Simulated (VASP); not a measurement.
Runs of VASP 6.6.1 on TePb. The structure is that of space group Fm-3m (No. 225), or close to it. The cells are those of the table. 

| task | cell | cutoff (eV) | gap on the mesh (eV) | pressure (GPa) |
| --- | --- | --- | --- | --- |
| single point | a = 4.416 Å, angles 60.0°, 2 atoms | 520 | (a) | 7.9 |
| single point | a = 4.503 Å, angles 60.0°, 2 atoms | 520 | 0.92 | 4.0 |
| relaxation of cell and atoms | relaxed to 6 GPa from a = 4.569 Å, angles 60.0°, 2 atoms | 600 | 0.83 | 6.0 |
| single point | a = 4.558 Å, angles 60.0°, 2 atoms | 520 | 1.00 | 2.0 |
| single point | a = 4.624 Å, angles 60.0°, 2 atoms | 520 | 1.10 | (b) |
| relaxation of cell and atoms | relaxed to 4 GPa from a = 4.569 Å, angles 60.0°, 2 atoms | 600 | 0.92 | 4.0 |
| relaxation of cell and atoms | relaxed to 8 GPa from a = 4.569 Å, angles 60.0°, 2 atoms | 600 | 0.76 | 7.9 |
| relaxation of cell and atoms | relaxed to 2 GPa from a = 4.569 Å, angles 60.0°, 2 atoms | 600 | 1.00 | 2.2 |
| single point | a = 4.457 Å, angles 60.0°, 2 atoms | 520 | 0.83 | 5.9 |
| relaxation of cell and atoms | relaxed from a = 4.569 Å, angles 60.0°, 2 atoms | 600 | 1.10 | 0.0 |

Alike in all rows: level r2SCAN; potentials or basis VASP PAW PBE potentials, release 64 (Te, Pb_d); no spin polarisation; k mesh 4 × 4 × 4; smearing fermi-dirac 0.01 eV.

Problem. Fill in the values left out.

Solution. (a) 0.75; (b) -0.1.

Caveats: some runs use coarse meshes; the PAW data sets were made with another functional, which shifts forces and pressure a little; spin-orbit coupling is left out, which moves the levels of the heavy elements; the cell is relaxed towards a set pressure, so the run minimises the enthalpy, not the energy (at least some runs).

A k mesh can miss the band edges, and the runs leave out spin-orbit coupling on Pb, Te.
